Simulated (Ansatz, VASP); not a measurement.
**Sn: VASP beside Ansatz**

Contents of INCAR:

```
ALGO = Normal ; EDIFF = 1E-6
ENCUT = 520 ; GGA = CA
ISIF = 2 ; ISMEAR = -1
LASPH = T ; LCHARG = T
LELF = T ; LREAL = F
LVHAR = T ; LWAVE = F
NBANDS = 21 ; NELM = 60
PREC = Accurate ; SIGMA = 0.03
```

The input KPOINTS:

```
k-points
0
Gamma
  9 9 9
```

The input POSCAR:

```
Sn
1.0
    0.0000000000      3.2238167933      3.2238167933
    3.2238167933      0.0000000000      3.2238167933
    3.2238167933      3.2238167933      0.0000000000
Sn
2
Direct
    0.5000000000      0.5000000000      0.5000000000
    0.7500000000      0.7500000000      0.7500000000
```

Input for Ansatz:

```yaml
crystal:
  lattice:
    - [0.0, 3.2238167933, 3.2238167933]
    - [3.2238167933, 0.0, 3.2238167933]
    - [3.2238167933, 3.2238167933, 0.0]
  atoms:
    - { symbol: Sn, position: [0.5, 0.5, 0.5] }
    - { symbol: Sn, position: [0.75, 0.75, 0.75] }
kpoints:
  mp_grid: { grid: [9, 9, 9] }
  band_path:
    path:
      - [0.0, 0.0, 0.0]
      - [0.5, 0.0, 0.5]
      - [0.625, 0.25, 0.625]
      - [0.375, 0.375, 0.75]
      - [0.0, 0.0, 0.0]
      - [0.5, 0.5, 0.5]
      - [0.5, 0.25, 0.75]
      - [0.5, 0.0, 0.5]
    npoints: 5
scf:
  occupations: { method: fermi_dirac, width: 0.03 }
hamiltonian:
  xc: lda
  pseudopotentials: { kind: all_electron, lapw: { basis_error: 0.00025 } }
output:
  forces: true
  stress: true
  eigenvalues: true
```

Change from the starting cell: volume scaled by 0.98.

Alike in both runs: task single point; functional LDA; k mesh 9 × 9 × 9; occupations fermi-dirac, width 0.03 eV; no spin polarisation.

```csv
,VASP,Ansatz
version,VASP 6.6.1,Ansatz 0.2.0
potentials or method,"VASP PAW LDA potentials, release 64 (Sn_d), cutoff 520 eV","all-electron LAPW, scalar-relativistic"
```

```tsv
	VASP	Ansatz	Ansatz less VASP
pressure (GPa)	0.6	0.6	-0.01
```

LDA's correlation is that of Perdew and Zunger in VASP and of Perdew and Wang (1992) in Ansatz. Ansatz ran all-electron here, and VASP with PAW potentials.
